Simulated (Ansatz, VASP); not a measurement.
**GaAs in VASP and in Ansatz**

```xyz
2
Lattice="0.0000 2.8331 2.7997 2.8331 0.0000 2.7997 2.8331 2.8331 0.0000" Properties=species:S:1:pos:R:3 pbc="T T T"
Ga    0.0000    0.0000    0.0000
As    1.4165    1.4165    1.3998
```

Change from the starting cell: uniaxial_z strain -1.2%.

Alike in both runs: task single point; functional r2SCAN; k mesh 8 × 8 × 8; no spin polarisation.

|  | VASP | Ansatz |
| --- | --- | --- |
| version | VASP 6.6.1 | Ansatz 0.2.0 |
| potentials or method | VASP PAW PBE potentials, release 64 (Ga_d, As) | plane waves, PAW |
| plane-wave cutoff (eV) | 520 | 500 |
| occupations | gaussian, width 0.01 eV | fixed |
| valence electrons in the cell | 18 | 28 |

|  | VASP | Ansatz | Ansatz less VASP |
| --- | --- | --- | --- |
| gap on the k mesh at the Fermi level (eV) | 0.99 | 1.01 | +0.020 |
| pressure (GPa) | 1.0 | 0.9 | -0.12 |
| traceless stress, the component that is largest in VASP (GPa) | 0.53 | 0.52 | -0.004 |

VASP's potentials were made for PBE, not for r2SCAN. VASP's potentials hold 18 valence electrons a cell and Ansatz's 28, so a difference there can come from the potentials and not from the codes.
